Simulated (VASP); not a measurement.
NiO:

```xyz
2
Lattice="0.0000 2.0859 2.0859 2.0859 0.0000 2.0859 2.0859 2.0859 0.0000" Properties=species:S:1:pos:R:3 pbc="T T T"
Ni    0.0000    0.0000    0.0000
O     2.0859    2.0859    2.0859
```

Base run:

```yaml
Program: VASP 6.6.1
Functional: revPBE
Potentials_or_basis: VASP PAW PBE potentials, release 64 (Ni, O)
Cutoff: 520 eV
k_mesh: 11 × 11 × 11
Occupations: fermi-dirac, width 0.05 eV
Spin: collinear spin, ferromagnetic start
Starting_moments: "[1.0, 0.0] μB"
```

Its results: pressure 10.9 GPa; net moment 1.77 μB per cell; site moments Ni +1.46; O +0.27 μB.

Problem. The run is repeated on the same cell with these changes: further incar settings from ALGO = Normal; EDIFF = 1e-07; NBANDS = 19 to ALGO = Normal; EDIFF = 1e-06; NBANDS = 19; dispersion from none to D4. What comes out?

Solution. Pressure 1.9 GPa; net moment 1.77 μB per cell; site moments Ni +1.46; O +0.27 μB.

Caveats: the PAW data sets were made with another functional, which shifts forces and pressure a little; a cell with one magnetic atom can't hold antiferromagnetic order, which such compounds often take; pairwise dispersion overbinds metals, which lowers pressure and volume (some runs).
